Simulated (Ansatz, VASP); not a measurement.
**Mg7CoS8: VASP beside Ansatz**

The input INCAR:

```
SYSTEM = Mg7CoS8
ALGO = Normal ; EDIFF = 1E-7
ENCUT = 520 ; GGA = PS
ISIF = 2 ; ISMEAR = 0
ISPIN = 2 ; LASPH = .True.
LCHARG = .False. ; LDAU = .True.
LDAUJ = 0 0 0 ; LDAUL = 2 -1 -1
LDAUPRINT = 1 ; LDAUTYPE = 2
LDAUU = 4 0 0 ; LMAXMIX = 4
LORBIT = 11 ; LREAL = Auto
LWAVE = .False. ; MAGMOM = 2.81 0 0 0 0 0 0 0.03 0 0.04 0.04 0.04 0.04 0.04 0.04 0
NBANDS = 54 ; NELM = 150
PREC = Accurate ; SIGMA = 0.05
```

File KPOINTS:

```
k-points
0
Gamma
  3 3 3
  0 0 0
```

The input POSCAR:

```
Mg7CoS8
1.0
    0.0000000000      5.2033000000      5.2033000000
    5.2033000000      0.0000000000      5.2033000000
    5.2033000000      5.2033000000      0.0000000000
Co Mg S
1 7 8
Direct
    0.0000000000      0.0000000000      1.0000000000
    0.0000000000      0.0000000000      0.5000000000
    0.0000000000      0.5000000000      0.0000000000
    0.0000000000      0.5000000000      0.5000000000
    0.5000000000      0.0000000000      0.0000000000
    0.5000000000      0.0000000000      0.5000000000
    0.5000000000      0.5000000000      0.0000000000
    0.5000000000      0.5000000000      0.5000000000
    0.2500000000      0.2500000000      0.2500000000
    0.2429214956      0.2429214956      0.7570785044
    0.2429214956      0.7570785044      0.2429214956
    0.2429214956      0.7570785044      0.7570785044
    0.7570785044      0.2429214956      0.2429214956
    0.7570785044      0.2429214956      0.7570785044
    0.7570785044      0.7570785044      0.2429214956
    0.7500000000      0.7500000000      0.7500000000
```

Input for Ansatz:

```yaml
crystal:
  lattice:
    - [0.0, 5.2033, 5.2033]
    - [5.2033, 0.0, 5.2033]
    - [5.2033, 5.2033, 0.0]
  atoms:
    - { symbol: Co, position: [0.0, 0.0, 1.0], spin: 3.0 }
    - { symbol: Mg, position: [0.0, 0.0, 0.5] }
    - { symbol: Mg, position: [0.0, 0.5, 0.0] }
    - { symbol: Mg, position: [0.0, 0.5, 0.5] }
    - { symbol: Mg, position: [0.5, 0.0, 0.0] }
    - { symbol: Mg, position: [0.5, 0.0, 0.5] }
    - { symbol: Mg, position: [0.5, 0.5, 0.0] }
    - { symbol: Mg, position: [0.5, 0.5, 0.5] }
    - { symbol: S, position: [0.25, 0.25, 0.25] }
    - { symbol: S, position: [0.2429214956, 0.2429214956, 0.7570785044] }
    - { symbol: S, position: [0.2429214956, 0.7570785044, 0.2429214956] }
    - { symbol: S, position: [0.2429214956, 0.7570785044, 0.7570785044] }
    - { symbol: S, position: [0.7570785044, 0.2429214956, 0.2429214956] }
    - { symbol: S, position: [0.7570785044, 0.2429214956, 0.7570785044] }
    - { symbol: S, position: [0.7570785044, 0.7570785044, 0.2429214956] }
    - { symbol: S, position: [0.75, 0.75, 0.75] }
basis:
  ecutwfc: 420
  ecutrho_ratio: 4
kpoints:
  mp_grid: { grid: [3, 3, 3] }
hamiltonian:
  xc: pbesol
  hubbard:
    sites:
      - { site: 0, l: d, u_eff: 4.0, starting_ns: [{ spin: up, occupation_matrix: s0up }, { spin: down, occupation_matrix: s0down }] }
    occupation_matrices:
      s0up:
        matrix:
          - [0.97, 0.0, 0.0, 0.0, 0.0]
          - [0.0, 0.97, 0.0, 0.0, 0.0]
          - [0.0, 0.0, 0.97, 0.0, 0.0]
          - [0.0, 0.0, 0.0, 0.97, 0.0]
          - [0.0, 0.0, 0.0, 0.0, 0.97]
      s0down:
        matrix:
          - [0.62534, -0.31285, 0.15474, 0.28494, 0.07502]
          - [-0.31285, 0.25845, -0.00624, -0.16812, 0.20854]
          - [0.15474, -0.00624, 0.13036, 0.0528, 0.2567]
          - [0.28494, -0.16812, 0.0528, 0.15979, -0.0319]
          - [0.07502, 0.20854, 0.2567, -0.0319, 0.82605]
    ns_hold: { iters: 5 }
scf:
  occupations: { method: gaussian, width: 0.05 }
  lower_state_search: "off"
  max_iter: 150
output:
  forces: true
  stress: true
  eigenvalues: true
  populations: true
  hubbard: { sites: [{ site: 0, l: d }] }
  write_density: true
  write_potential: true
  elf: true
  volumetric_format: npy
magnetization:
  spin_polarized: true
```

Alike in both runs: task single point; functional PBEsol; k mesh 3 × 3 × 3; occupations gaussian, width 0.05 eV; collinear spin; Hubbard terms Co d U = 4.0 eV.

|  | VASP | Ansatz |
| --- | --- | --- |
| version | VASP 6.6.1 | Ansatz 0.2.0 |
| potentials or method | VASP PAW PBE potentials, release 64 (Co, Mg, S), cutoff 520 eV | scalar-relativistic, plane waves, PAW |
| valence electrons in the cell | 71 | 135 |

|  | VASP | Ansatz | Ansatz less VASP |
| --- | --- | --- | --- |
| pressure (GPa) | -3.4 | -2.1 | +1.32 |
| rms of the force components (eV/Å) | 0.014 | 0.093 | +0.0793 |
| net moment per atom (μB) | 0.06 | 0.19 | +0.125 |
| size of the moment on the site where the two differ most (μB) | 1.44 | 2.55 | +1.115 |

The net moments are unlike, so the other rows may belong to different states. VASP's potentials were made for PBE, not for PBEsol. Site moments also hang on the region over which each program counts them. The programs project onto different local orbitals, so the same U acts differently, and such runs can settle in different states. Atom by atom the forces differ by 0.107 eV/Å (rms over components). VASP's potentials hold 71 valence electrons a cell and Ansatz's 135, so a difference there can come from the potentials and not from the codes. Ansatz's warnings: specified occupation not kept, symmetry narrowed by occupation matrices.
